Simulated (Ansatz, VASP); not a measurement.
# In3As: VASP and Ansatz over several settings

```
In As
1.0
     4.64033    0.00000    0.00000
     0.00000    4.64033    0.00000
     0.00000    0.00000    4.64033
In As
3 1
Direct
  0.50000 0.50000 0.00000
  0.50000 0.00000 0.50000
  0.00000 0.50000 0.50000
  0.00000 0.00000 0.00000
```

Single points on this cell with VASP 6.6.1 and Ansatz 0.2.0. Each row is one pair of runs. Alike in all rows: spin: off; k mesh: 6 × 6 × 6; smearing: fermi-dirac, width 0.05 eV.

```tsv
level	VASP's potentials, cutoff	Ansatz's potentials, cutoff	gap on the k mesh at the Fermi level (eV), VASP	gap on the k mesh at the Fermi level (eV), Ansatz	pressure (GPa), VASP	pressure (GPa), Ansatz
LDA	VASP PAW LDA potentials, release 64 (In_d, As), 520 eV	Ansatz PAW, 420 eV	none	none	-3.1	-3.1
PBE	VASP PAW PBE potentials, release 64 (In_d, As), 520 eV	Ansatz PAW, 420 eV	none	none	1.5	1.5
r2SCAN	VASP PAW PBE potentials, release 64 (In_d, As), 520 eV	Ansatz PAW, 500 eV	none	none	-0.1	0.0
```

Pressure (GPa): the two programs differ by at most 0.04.

VASP's potentials hold 44 valence electrons a cell and Ansatz's 54, so a difference there can come from the potentials and not from the codes.

A gap of «none» marks a metal or a gap that the smearing closes.
